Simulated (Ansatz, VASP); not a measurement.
Two plane-wave programs on TiAl

```
Ti Al
1.0
     2.86726    0.00000    0.00000
    -1.43363    2.48312    0.00000
     0.00000    0.00000    4.67808
Ti Al
1 1
Cartesian
  0.0000 0.0000 0.0000
  0.0000 1.6554 2.3390
```

Alike in both runs: task single point; functional PBE; k mesh 21 × 21 × 12; occupations gaussian, width 0.15 eV; no spin polarisation.

|  | VASP | Ansatz |
| --- | --- | --- |
| version | VASP 6.6.1 | Ansatz 0.2.0 |
| potentials or method | VASP PAW PBE potentials, release 64 (Ti_sv, Al), cutoff 520 eV | scalar-relativistic, plane waves, PAW |
| valence electrons in the cell | 15 | 15 |

|  | VASP | Ansatz | Ansatz less VASP |
| --- | --- | --- | --- |
| gap on the k mesh at the Fermi level (eV) | none | none | - |
| pressure (GPa) | 0.1 | 0.3 | +0.21 |
| traceless stress, the component that is largest in VASP (GPa) | -1.03 | -1.10 | -0.071 |

A gap of «none» marks a metal or a gap that the smearing closes.
